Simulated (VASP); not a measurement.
A run of VASP 6.6.1:

File INCAR:

```
  PREC = Accurate
  ENCUT = 520
  EDIFF = 1E-6
  ISMEAR = 0
  SIGMA = 0.1
  LREAL = F
  LASPH = T
  NELM = 100
  ALGO = Normal
  ISIF = 2
  LWAVE = F
  LCHARG = F
  GGA = PS
  NBANDS = 17
```

The input KPOINTS:

```
regular mesh
0
Gamma
  3 3 6
```

POSCAR

```
Ba
1.0
    6.9960670735      0.0000000000      0.0000000000
   -3.4980335368      6.0587718122      0.0000000000
    0.0000000000      0.0000000000      3.9093935500
Ba
2
Direct
    0.3333333300      0.6666666700      0.5000000000
    0.6666666700      0.3333333300      0.5000000000
```

Potentials or basis: VASP PAW PBE potentials, release 64 (Ba_sv).

Command:

```console
$ cat potpaw_PBE.64/Ba_sv/POTCAR > POTCAR
$ mpirun -np 1 vasp_std > vasp.out
```

Hardware: 1 thread of Oxide Virtual Turin-like Processor, on a shared host.

Problem. Estimate the wall time of this run.

Solution. Wall time 59 s on 1 thread of Oxide Virtual Turin-like Processor, with other jobs on the host, peak memory 0.24 GiB. Counts: scf iterations 12, k points 12.
